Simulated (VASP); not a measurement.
The system is SbTePd.

```xyz
12
Lattice="6.5362 0.0000 0.0000 0.0000 6.5362 0.0000 0.0000 0.0000 6.5362" Properties=species:S:1:pos:R:3 pbc="T T T"
Sb    4.0988    4.0988    4.0988
Sb    5.7055    2.4374    0.8307
Sb    0.8307    5.7055    2.4374
Sb    2.4374    0.8307    5.7055
Te    2.4366    2.4366    2.4366
Te    0.8315    4.0996    5.7047
Te    5.7047    0.8315    4.0996
Te    4.0996    5.7047    0.8315
Pd    6.5233    6.5233    6.5233
Pd    3.2810    0.0129    3.2552
Pd    3.2552    3.2810    0.0129
Pd    0.0129    3.2552    3.2810
```

Base run:

```yaml
Program: VASP 6.6.1
Functional: PBE
Potentials_or_basis: VASP PAW PBE potentials, release 64 (Sb, Te, Pd)
Cutoff: 520 eV
k_mesh: 5 × 5 × 5
Occupations: fermi-dirac, width 0.05 eV
Spin: no spin polarisation
```

Its results: band gap on the k mesh zero (bands 42 and 43 overlap by 1.21 eV); pressure 4.1 GPa; largest force 0.443 eV/Å.

The run is repeated on the same cell with these changes: functional from PBE to PBEsol. What comes out?

Band gap on the k mesh zero (bands 42 and 43 overlap by 1.21 eV); pressure -0.2 GPa; largest force 0.413 eV/Å.

PBEsol binds more tightly than PBE, so the same cell stands under less pressure.

Caveats: spin-orbit coupling is left out, which moves the levels of the heavy elements; the cell stands under pressure (at least some runs); the PAW data sets were made with another functional, which shifts forces and pressure a little (at least some runs).
